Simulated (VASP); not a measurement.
ZnS: electric field gradients with PBEsol

The system is ZnS.

```
Zn S
1.0
     3.77289    0.00000    0.00000
    -1.88644    3.26742    0.00000
     0.00000    0.00000    6.23400
Zn S
2 2
Direct
  0.33333 0.66667 0.00000
  0.66667 0.33333 0.50000
  0.33333 0.66667 0.38500
  0.66667 0.33333 0.88500
```

This cell differs from its parent crystal: equal xx and yy strain of -1 %.

```json
{
 "Program": "VASP 6.6.1",
 "Task": "electric field gradients",
 "Functional": "PBEsol",
 "Potentials or basis": "VASP PAW PBE potentials, release 64 (Zn, S)",
 "Cutoff": "520 eV",
 "k mesh": "8 × 8 × 5",
 "Occupations": "fermi-dirac, width 0.03 eV",
 "Spin": "no spin polarisation",
 "Dipole correction": "no",
 "Further INCAR settings": "ALGO = Normal; EDIFF = 1e-08; NBANDS = 26"
}
```

```
Pressure                                : 0.5 GPa
Largest force                           : 0.384 eV/Å
Band gap on the k mesh                  : 2.20 eV
Largest electric field gradient by atom : Zn +24.1; S -3.1 V/Å²
```

Forces on the atoms (eV/Å):
```
Zn   0.000  0.000  0.384
Zn   0.000  0.000  0.384
S    0.000  0.000 -0.384
S    0.000  0.000 -0.384
```

Stress tensor (GPa, compression positive):
```
 1.71  0.00  0.00
 0.00  1.71  0.00
 0.00  0.00 -1.78
```

Levels at points of the mesh, in eV from the valence-band top:
| k point | band 14 | band 15 | band 16 | band 17 | band 18 | band 19 | band 20 | band 21 | band 22 | band 23 |
| --- | --- | --- | --- | --- | --- | --- | --- | --- | --- | --- |
| (0.00, 0.00, 0.00) | -0.86 | -0.86 | -0.03 | 0.00 | 0.00 | 2.20 | 2.99 | 6.24 | 6.24 | 6.41 |
| (0.50, 0.00, 0.00) | -4.38 | -3.29 | -2.32 | -1.65 | -1.04 | 3.51 | 4.20 | 4.99 | 7.07 | 7.31 |

Electric field gradients, principal values (V/Å²):
| atom | least | middle | greatest (by size) |
| --- | --- | --- | --- |
| 1 Zn | -12.019 | -12.031 | 24.050 |
| 2 Zn | -12.019 | -12.031 | 24.050 |
| 3 S | 1.548 | 1.548 | -3.095 |
| 4 S | 1.548 | 1.548 | -3.095 |

It took 99 s on 1 thread of Intel Xeon 8259CL (shared host), peak memory 0.21 GiB.

Caveat: the cell differs from its parent crystal (equal xx and yy strain of -1 %); without QUAD_EFG the Cq values of the log hold for a quadrupole moment of 1 mb, not for the nuclei; the PAW data sets were made with another functional, which shifts forces and pressure a little.
